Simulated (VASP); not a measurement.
# BPd4 (P4/mmm) in VASP: notebook

The runs below take BPd4 through relaxation of cell and atoms, single point, with PBE.

All numbers are computed with VASP 6.6.1; they aren't measurements. Logs are shortened: lines on timing, memory, paths and dates and some standing lists are left out, and cuts for length are marked.

### 1 The cell of the first run

It takes space group P4/mmm (No. 123, tetragonal). The conventional cell has a = 6.084 Å, b = 6.084 Å, c = 2.534 Å, α = 90.00°, β = 90.00°, γ = 90.00°. B (site symmetry 4/mmm) has 2 B at 2.53 Å within 3.3 Å. Pd (site symmetry m2m) has 5 Pd at 2.52 to 2.53 Å within 3.3 Å.

### 2 Relaxation of cell and atoms, PBE

INCAR

```
SYSTEM = BPd4
PREC = Accurate ; ENCUT = 600
EDIFF = 1E-6 ; ISMEAR = 0
SIGMA = 0.1 ; LREAL = .FALSE.
LASPH = .TRUE. ; NELM = 100
ALGO = Fast ; ISIF = 3
LWAVE = .FALSE. ; LCHARG = .FALSE.
GGA = PE ; IBRION = 2
NSW = 90 ; EDIFFG = -0.04
```

KPOINTS

```
regular mesh
0
G
  4 4 6
  0 0 0
```

POSCAR

```
BPd4
1.0
    6.0843689677      0.0000000000      0.0000000000
    0.0000000000      6.0843689677      0.0000000000
    0.0000000000      0.0000000000      2.5341251371
B Pd
1 4
Direct
    0.5000000000      0.5000000000      0.0000000000
    0.2933165037      0.0000000000      0.5000000000
    0.7066834963      0.0000000000      0.5000000000
    0.0000000000      0.2933165037      0.5000000000
    0.0000000000      0.7066834963      0.5000000000
```

Potentials or basis: VASP PAW PBE potentials, release 64 (B, Pd).

Launch:

```
$ cat potpaw_PBE.64/B/POTCAR potpaw_PBE.64/Pd/POTCAR > POTCAR
$ mpirun -np 1 vasp_std > vasp.out
```

OUTCAR:

```text
SYSTEM = BPd4
   PREC = Accurate
   ENCUT = 600
   EDIFF = 1E-6
   ISMEAR = 0
   LREAL = .FALSE.
   LASPH = .TRUE.
   NELM = 100
   ISIF = 3
   GGA = PE
   IBRION = 2
   NSW = 90
   EDIFFG = -0.04

 ion  position               nearest neighbor table
   1  0.500  0.500  0.000-
   2  0.293  0.000  0.500-   3 2.52   4 2.52   5 2.52
   3  0.707  0.000  0.500-   2 2.52   4 2.52   5 2.52
   4  0.000  0.293  0.500-   5 2.52   3 2.52   2 2.52
   5  0.000  0.707  0.500-   4 2.52   3 2.52   2 2.52

  LATTYP: Found a simple tetragonal cell.
 ALAT       =     6.0843689677
 C/A-ratio  =     0.4164976106

  Lattice vectors:

 A1 = (   6.0843689677,   0.0000000000,   0.0000000000)
 A2 = (   0.0000000000,   6.0843689677,   0.0000000000)
 A3 = (   0.0000000000,   0.0000000000,   2.5341251371)

Analysis of symmetry for initial positions (statically):
=====================================================================
 Subroutine PRICEL returns:
 Original cell was already a primitive cell.

 Routine SETGRP: Setting up the symmetry group for a
 simple tetragonal supercell.

 Subroutine GETGRP returns: Found 16 space group operations
 (whereof 16 operations were pure point group operations)
 out of a pool of 16 trial point group operations.

The static configuration has the point symmetry D_4h.

Analysis of symmetry for dynamics (positions and initial velocities):
=====================================================================
 Subroutine PRICEL returns:
 Original cell was already a primitive cell.

 Routine SETGRP: Setting up the symmetry group for a
 simple tetragonal supercell.

 Subroutine GETGRP returns: Found 16 space group operations
 (whereof 16 operations were pure point group operations)
 out of a pool of 16 trial point group operations.

The dynamic configuration has the point symmetry D_4h.

 Subroutine INISYM returns: Found 16 space group operations
 (whereof 16 operations are pure point group operations),
 and found     1 'primitive' translations

----------------------------------------------------------------------------------------

                                     Primitive cell

  volume of cell :      93.8122

  direct lattice vectors                    reciprocal lattice vectors
     6.084368968  0.000000000  0.000000000     0.164355582  0.000000000  0.000000000
     0.000000000  6.084368968  0.000000000     0.000000000  0.164355582  0.000000000
     0.000000000  0.000000000  2.534125137     0.000000000  0.000000000  0.394613504

  length of vectors
     6.084368968  6.084368968  2.534125137     0.164355582  0.164355582  0.394613504

  position of ions in fractional coordinates (direct lattice)
     0.500000000  0.500000000  0.000000000
     0.293316504  0.000000000  0.500000000
     0.706683496  0.000000000  0.500000000
     0.000000000  0.293316504  0.500000000
     0.000000000  0.706683496  0.500000000

  ion indices of the primitive-cell ions
   primitive index   ion index
                 1           1
                 2           2
                 3           3
                 4           4
                 5           5

----------------------------------------------------------------------------------------

 KPOINTS: regular mesh

Automatic generation of k-mesh.
 Grid dimensions read from file:
 generate k-points for:    4    4    6

 Generating k-lattice:

  Cartesian coordinates                     Fractional coordinates (reciprocal lattice)
     0.041088895  0.000000000  0.000000000     0.250000000  0.000000000  0.000000000
     0.000000000  0.041088895  0.000000000     0.000000000  0.250000000  0.000000000
     0.000000000  0.000000000  0.065768917     0.000000000  0.000000000  0.166666667

  Length of vectors
     0.041088895  0.041088895  0.065768917

  Shift w.r.t. Gamma in fractional coordinates (k-lattice)
     0.000000000  0.000000000  0.000000000

 Subroutine IBZKPT returns following result:
 ===========================================

 Found     24 irreducible k-points:

 Following reciprocal coordinates:
            Coordinates               Weight
  0.000000  0.000000  0.000000      1.000000
  0.250000  0.000000  0.000000      4.000000
  0.500000  0.000000  0.000000      2.000000
  0.250000  0.250000  0.000000      4.000000
  0.500000  0.250000  0.000000      4.000000
  0.500000  0.500000  0.000000      1.000000
[... 16 lines left out ...]
  0.500000  0.250000  0.500000      4.000000
  0.500000  0.500000  0.500000      1.000000
   k-points           NKPTS =     24   k-points in BZ     NKDIM =     24   number of bands    NBANDS=     25
   number of dos      NEDOS =    301   number of ions     NIONS =      5
   total plane-waves  NPLWV =  50000
   dimension x,y,z NGX =    50 NGY =   50 NGZ =   20
   dimension x,y,z NGXF=   100 NGYF=  100 NGZF=   40
   ions per type =               1   4
   NGX,Y,Z   is equivalent  to a cutoff of  13.66, 13.66, 13.12 a.u.
   NGXF,Y,Z  is equivalent  to a cutoff of  27.32, 27.32, 26.24 a.u.
 SYSTEM =  BPd4
   PREC   = accura    normal or accurate (medium, high low for compatibility)
   ISTART =      0    job   : 0-new  1-cont  2-samecut
   ICHARG =      2    charge: 1-file 2-atom 10-const
   ISPIN  =      1    spin polarized calculation?
   LNONCOLLINEAR =      F non collinear calculations
   LSORBIT =      F    spin-orbit coupling
   LASPH  =      T    aspherical Exc in radial PAW
   ENCUT  =  600.0 eV  44.10 Ry    6.64 a.u.  12.15 12.15  5.06*2*pi/ulx,y,z
   NELM   =    100;   NELMIN=  2; NELMDL= -5     # of ELM steps
   EDIFF  = 0.1E-05   stopping-criterion for ELM
   LREAL  =      F    real-space projection
   EDIFFG = -.4E-01   stopping-criterion for IOM
   NSW    =     90    number of steps for IOM
   IBRION =      2    ionic relax: 0-MD 1-quasi-New 2-CG
   NFREE  =      1    steps in history (QN), initial steepest desc. (CG)
   ISIF   =      3    stress and relaxation
   ISYM   =      2    0-nonsym 1-usesym 2-fastsym
   POTIM  = 0.5000    time-step for ionic-motion
   TEBEG  =    0.0;   TEEND  =   0.0 temperature during run
   PSTRESS=    0.0 pullay stress
   NELECT =      43.0000    total number of electrons
   NUPDOWN=      -1.0000    fix difference up-down
   EMIN   =  10.00;   EMAX   =-10.00  energy-range for DOS
   EFERMI =   0.00;   METHOD = LEGACY
   ISMEAR =     0;   SIGMA  =   0.10  broadening in eV -4-tet -1-fermi 0-gaus
   EFERMI_NEDOS =   21; number of points for ismear=-14 and -15
   IALGO  =     68    algorithm
   IMIX   =      4    mixing-type and parameters
     AMIX     =   0.40;   BMIX     =  1.00
     AMIX_MAG =   1.60;   BMIX_MAG =  1.00
  volume/ion in A,a.u.               =      18.76       126.62
  Fermi-wavevector in a.u.,A,eV,Ry     =   1.262248  2.385302 21.677746  1.593269
  Thomas-Fermi vector in A             =   2.395666
   LORBIT       =      0    0 simple, 1 ext, 2 COOP (PROOUT), +10 PAW based schemes
   GGA     = PE    functional components
   LHFCALC =     F    Hartree Fock is set to
   AEXX    =    0.0000 exact exchange contribution
   IVDW    =     0    specifies the selected vdW correction
   LEPSILON=     F    determine dielectric tensor
   LRPA    =     F    only Hartree local field effects (RPA)
 conjugate gradient relaxation of ions
 non-spin polarized calculation
 RMM-DIIS sequential band-by-band and
 Gauss-broadening in eV      SIGMA  =   0.10
  energy-cutoff  :      600.00
  volume of cell :       93.81
 maximum number of plane-waves:      3168
 NGX is ok and might be reduce to    50
   NGX = 25   NGY = 25   NGZ = 11

--------------------------------------- Ionic step        1  -------------------------------------------

 number of electron      42.9999997 magnetization

 Free energy of the ion-electron system (eV)
  ---------------------------------------------------
  ext. energy  EPLUGINS =         0.00000000
  ---------------------------------------------------
  free energy    TOTEN  =       -20.63055408 eV

  energy without entropy =      -20.59241283  energy(sigma->0) =      -20.61148346

------------------------ aborting loop because EDIFF is reached ----------------------------------------

  FORCE on cell =-STRESS in cart. coord.  units (eV):
  Direction    XX          YY          ZZ          XY          YZ          ZX
  --------------------------------------------------------------------------------------
  -------------------------------------------------------------------------------------
  Total       -0.1898423     -0.1898423      1.3983397      0.0000000      0.0000000      0.0000000
  in kB       -3.2422347     -3.2422347     23.8816395      0.0000000      0.0000000      0.0000000
  external PRESSURE =       5.7990567 kB  Pullay stress =       0.0000000 kB

 VOLUME and BASIS-vectors are now :
 -----------------------------------------------------------------------------
  energy-cutoff  :      600.00
  volume of cell :       93.81
      direct lattice vectors                 reciprocal lattice vectors
     6.084368968  0.000000000  0.000000000     0.164355582  0.000000000  0.000000000
     0.000000000  6.084368968  0.000000000     0.000000000  0.164355582  0.000000000
     0.000000000  0.000000000  2.534125137     0.000000000  0.000000000  0.394613504
[... 79 lines left out ...]
 POSITION                                       TOTAL-FORCE (eV/Angst)
 -----------------------------------------------------------------------------------
      3.03831      3.03831      0.00000         0.000000      0.000000      0.000000
      1.78377      6.07661      1.27896         0.004032     -0.000000      0.000000
      4.29284      0.00000      1.27896        -0.004032      0.000000     -0.000000
      0.00000      1.78377      1.27896         0.000000      0.004032     -0.000000
      0.00000      4.29284      1.27896        -0.000000     -0.004032      0.000000
 -----------------------------------------------------------------------------------
    total drift:                               -0.000000      0.000000      0.000000

  FREE ENERGIE OF THE ION-ELECTRON SYSTEM (eV)
  ---------------------------------------------------
  free  energy   TOTEN  =       -20.6373868422 eV

  energy  without entropy=      -20.6023181524  energy(sigma->0) =      -20.61985250

--------------------------------------- Ionic step        4  -------------------------------------------

 number of electron      43.0000001 magnetization

 Free energy of the ion-electron system (eV)
  ---------------------------------------------------
  ext. energy  EPLUGINS =         0.00000000
  ---------------------------------------------------
  free energy    TOTEN  =       -20.63771885 eV

  energy without entropy =      -20.60321605  energy(sigma->0) =      -20.62046745

 E-fermi :   5.4227     XC(G=0): -10.9195

 val. band max:        5.4200086226   @ k =   0.5000   0.0000   0.1667
 cond. band min:       5.4332897622   @ k =   0.5000   0.5000   0.1667
 fundamental gap:      0.0132811396
 Fermi energy:         5.4226874579

 k-point     1 :       0.0000    0.0000    0.0000
  band No.  band energies     occupation
      1      -1.7769      2.00000
      2       0.0420      2.00000
      3       0.6070      2.00000
      4       1.3124      2.00000
      5       1.3495      2.00000
      6       1.3495      2.00000
[... 17 lines left out ...]
     24       5.7156      0.00003
     25       5.9060      0.00000
[... 664 lines left out ...]
 POSITION                                       TOTAL-FORCE (eV/Angst)
 -----------------------------------------------------------------------------------
      3.03216      3.03216      0.00000        -0.000000     -0.000000      0.000000
      1.78042     -0.00000      1.27901         0.009342      0.000000      0.000000
      4.28389     -0.00000      1.27901        -0.009342     -0.000000     -0.000000
      6.06431      1.78042      1.27901        -0.000000      0.009342      0.000000
      6.06431      4.28389      1.27901        -0.000000     -0.009342     -0.000000
 -----------------------------------------------------------------------------------
    total drift:                                0.000000      0.000000     -0.000000

  FREE ENERGIE OF THE ION-ELECTRON SYSTEM (eV)
  ---------------------------------------------------
  free  energy   TOTEN  =       -20.6377188540 eV

  energy  without entropy=      -20.6032160529  energy(sigma->0) =      -20.62046745

 reached required accuracy - stopping structural energy minimisation
```

Wall time 3.4 min (1 thread of Intel Xeon Platinum 8488C (Sapphire Rapids), shared host); peak memory 0.25 GiB.

Results:

```yaml
Free_energy: -20.6377 eV
Relaxed_volume: 18.81 Å³/atom
Relaxed_cell: a = 6.064 Å, b = 6.064 Å, c = 2.558 Å, α = 90.00°, β = 90.00°, γ = 90.00°
Space_group_after_relaxing_to_0.05_Å: P4/mmm (No. 123)
Energy_gained_by_relaxing: 1.4 meV/atom
Ionic_steps: 4
Pressure_after_relaxing: 0.1 GPa
Largest_force_after_relaxing: 0.009 eV/Å
```

Forces in eV/Å, atoms in the order of the input:
```
B    0.000  0.000  0.000
Pd   0.009  0.000  0.000
Pd  -0.009  0.000  0.000
Pd   0.000  0.009  0.000
Pd   0.000 -0.009  0.000
```

Step by step:
```tsv
step	energy change (eV)	largest force (eV/Å)	pressure (GPa)	volume (Å³)
1	0.0000	0.0418	0.58	93.81
2	-0.0056	0.0139	-0.62	94.73
3	-0.0068	0.0040	-0.27	94.45
4	-0.0072	0.0093	0.07	94.07
```

Final structure:
```xyz
5
Lattice="6.0643 0.0000 0.0000 0.0000 6.0643 0.0000 0.0000 0.0000 2.5580" Properties=species:S:1:pos:R:3 pbc="T T T"
B     3.0322    3.0322    0.0000
Pd    1.7804    0.0000    1.2790
Pd    4.2839    0.0000    1.2790
Pd    6.0643    1.7804    1.2790
Pd    6.0643    4.2839    1.2790
```

Levels at points of the mesh, in eV from the Fermi level:
```
           k point  band 19  band 20  band 21  band 22  band 23  band 24  band 25
(0.00, 0.00, 0.00)    -0.21    -0.21    -0.02    -0.02    -0.01     0.29     0.48
(0.50, 0.00, 0.00)    -0.79    -0.50    -0.09    -0.08     0.03     0.04     0.12
(0.50, 0.50, 0.00)    -0.88    -0.38    -0.38    -0.16    -0.07     0.24     2.60
(0.00, 0.00, 0.50)     0.29     0.49     0.73     0.73     1.84     2.64     2.64
(0.50, 0.00, 0.50)    -0.27    -0.04     0.67     1.05     1.40     2.68     4.32
(0.50, 0.50, 0.50)    -0.14    -0.14     0.07     1.40     2.08     2.08     4.23
```

Caveat: the k points lie up to 0.41 Å⁻¹ apart in the final cell.

### 3 Relaxation of cell and atoms, PBE

This run uses another cell than the first one, of 18.95 Å³/atom, 1.010 times its volume.

INCAR

```
PREC = Accurate ; ENCUT = 600
EDIFF = 1E-6 ; ISMEAR = 0
SIGMA = 0.1 ; LREAL = False
LASPH = True ; NELM = 60
ALGO = Fast ; ISIF = 3
LWAVE = False ; LCHARG = False
GGA = PE ; IBRION = 2
NSW = 100 ; EDIFFG = -0.01
```

KPOINTS

```
Automatic mesh
0
Gamma
  6 6 14
```

POSCAR

```
BPd4
1.0
    6.0827340781      0.0000000000      0.0000000000
    0.0000000000      6.0827340781      0.0000000000
    0.0000000000      0.0000000000      2.5612298384
B Pd
1 4
Direct
    0.5000000000      0.5000000000      0.0000000000
    0.2937334679      0.0000000000      0.5000000000
    0.7062665321      0.0000000000      0.5000000000
    0.0000000000      0.2937334679      0.5000000000
    0.0000000000      0.7062665321      0.5000000000
```

Potentials or basis: VASP PAW PBE potentials, release 64 (B, Pd).

Launch:

```
$ cat potpaw_PBE.64/B/POTCAR potpaw_PBE.64/Pd/POTCAR > POTCAR
$ mpirun -np 1 vasp_std > vasp.out
```

Wall time 13 min (1 thread of Intel Xeon Platinum 8488C (Sapphire Rapids), shared host); peak memory 0.36 GiB.

It converged, with:

| Property | Result |
| --- | --- |
| Free energy | -20.6365 eV |
| Relaxed volume | 18.87 Å³/atom |
| Relaxed cell | a = 6.077 Å, b = 6.077 Å, c = 2.555 Å, α = 90.00°, β = 90.00°, γ = 90.00° |
| Space group after relaxing (to 0.05 Å) | P4/mmm (No. 123) |
| Energy gained by relaxing | 0.2 meV/atom |
| Ionic steps | 5 |
| Pressure after relaxing | 0.0 GPa |
| Largest force after relaxing | 0.005 eV/Å |

Forces on the atoms (eV/Å):
```
B    0.000  0.000  0.000
Pd  -0.005  0.000  0.000
Pd   0.005  0.000  0.000
Pd   0.000 -0.005  0.000
Pd   0.000  0.005  0.000
```

The path:
```csv
step,energy change (eV),largest force (eV/Å),pressure (GPa),volume (Å³)
1,0.0000,0.0411,-0.38,94.76
2,-0.0006,0.0000,0.21,94.15
3,-0.0008,0.0137,0.04,94.34
4,-0.0008,0.0148,0.00,94.35
5,-0.0008,0.0048,0.00,94.37
```

Final structure:
```yaml
crystal:
  lattice:
    - [6.07693, 0.00000, 0.00000]
    - [0.00000, 6.07693, 0.00000]
    - [0.00000, 0.00000, 2.55534]
  atoms:
    - { symbol: B, position: [0.50000, 0.50000, 0.00000] }
    - { symbol: Pd, position: [0.29406, 0.00000, 0.50000] }
    - { symbol: Pd, position: [0.70594, 0.00000, 0.50000] }
    - { symbol: Pd, position: [0.00000, 0.29406, 0.50000] }
    - { symbol: Pd, position: [0.00000, 0.70594, 0.50000] }
```

Levels at points of the mesh, in eV from the Fermi level:
| k point | band 20 | band 21 | band 22 | band 23 | band 24 | band 25 |
| --- | --- | --- | --- | --- | --- | --- |
| (0.00, 0.00, 0.00) | -0.20 | -0.06 | -0.06 | -0.04 | 0.27 | 0.45 |
| (0.50, 0.00, 0.00) | -0.53 | -0.14 | -0.11 | -0.01 | 0.05 | 0.13 |
| (0.50, 0.50, 0.00) | -0.41 | -0.41 | -0.19 | -0.09 | 0.19 | 2.62 |
| (0.00, 0.00, 0.50) | 0.47 | 0.67 | 0.67 | 1.81 | 2.71 | 2.71 |
| (0.50, 0.00, 0.50) | -0.05 | 0.61 | 1.00 | 1.42 | 2.76 | 4.21 |
| (0.50, 0.50, 0.50) | -0.16 | 0.05 | 1.33 | 2.12 | 2.12 | 4.19 |

### 4 Single point, PBE

This run uses another cell than the first one, of 16.28 Å³/atom, 0.868 times its volume.

INCAR

```
PREC = Accurate
ENCUT = 540
EDIFF = 1E-6
ISMEAR = 0
SIGMA = 0.1
LREAL = F
LASPH = T
NELM = 120
ALGO = Normal
ISIF = 2
LWAVE = F
LCHARG = F
GGA = PE
NBANDS = 46
GGA_COMPAT = F
```

KPOINTS

```
Automatic mesh
0
Gamma
  4 4 4
```

POSCAR

```
BPd4
1.0
    4.6152548200      0.0000000000      0.0000000000
    0.0000000000      4.6152548200      0.0000000000
    0.0000000000      0.0000000000      3.8225182500
B Pd
1 4
Direct
    0.5000000000      0.5000000000      0.0000000000
    0.2950103500      0.0000000000      0.5000000000
    0.7049896500      0.0000000000      0.5000000000
    0.0000000000      0.2950103500      0.5000000000
    0.0000000000      0.7049896500      0.5000000000
```

Potentials or basis: VASP PAW PBE potentials, release 64 (B, Pd_sv_GW).

Launch:

```
$ cat potpaw_PBE.64/B/POTCAR potpaw_PBE.64/Pd_sv_GW/POTCAR > POTCAR
$ mpirun -np 1 vasp_std > vasp.out
```

It took 44 s on 1 thread of Intel Xeon 6975P-C (Granite Rapids), shared host; peak memory 0.22 GiB.

It converged, with:

```
Free energy   : 9.8389 eV
Pressure      : 148.4 GPa
Largest force : 7.602 eV/Å
```

Forces in eV/Å, atoms in the order of the input:
```
B    0.000  0.000  0.000
Pd   7.602  0.000  0.000
Pd  -7.602  0.000  0.000
Pd   0.000  7.602  0.000
Pd   0.000 -7.602  0.000
```

Stress tensor (GPa, compression positive):
```
226.57   0.00   0.00
  0.00 226.57   0.00
  0.00   0.00  -7.81
```

Levels at points of the mesh, in eV from the Fermi level:
```
           k point  band 35  band 36  band 37  band 38  band 39  band 40
(0.00, 0.00, 0.00)    -1.05    -1.05    -0.46     0.68     0.68     0.73
(0.50, 0.00, 0.00)    -1.12    -1.07    -0.58    -0.38     1.08     1.23
(0.50, 0.50, 0.00)    -1.85    -1.07    -0.88    -0.88     0.80     2.09
(0.00, 0.00, 0.50)    -1.31    -1.31    -0.48     1.37     1.80     1.80
(0.50, 0.00, 0.50)    -1.24    -1.01    -0.63    -0.29    -0.19    -0.07
(0.50, 0.50, 0.50)    -1.75    -0.74    -0.65     0.53     0.53     0.79
```

Caveat: the k points lie up to 0.41 Å⁻¹ apart; forces of over 1 eV/Å act on the atoms, so gaps and moduli don't describe the material at rest.

### 5 Overview

```tsv
task	potentials or basis	cell	k mesh	cutoff (eV)	second run	gap on the mesh (eV)	pressure (GPa)	relaxed volume (Å³/atom)	largest force (eV/Å)
relaxation of cell and atoms	VASP PAW PBE potentials, release 64 (B, Pd)	relaxed from a = 6.084, b = 6.084, c = 2.534 Å, 5 atoms	4 × 4 × 6	600	-	none	0.1	18.81	0.01
relaxation of cell and atoms	VASP PAW PBE potentials, release 64 (B, Pd)	relaxed from a = 6.083, b = 6.083, c = 2.561 Å, 5 atoms	6 × 6 × 14	600	-	none	0.0	18.87	-
single point	VASP PAW PBE potentials, release 64 (B, Pd_sv_GW)	a = 4.615, b = 4.615, c = 3.823 Å, 5 atoms	4 × 4 × 4	540	valence_matched	none	148.4	-	7.60
```

Alike in all rows: level PBE; no spin polarisation; smearing gaussian 0.1 eV.

Caveats: some runs use coarse meshes; forces of over 1 eV/Å act on the atoms, so gaps and moduli don't describe the material at rest (some runs).

Total energies depend on the potentials used, so only differences within one code and one set of settings carry meaning.
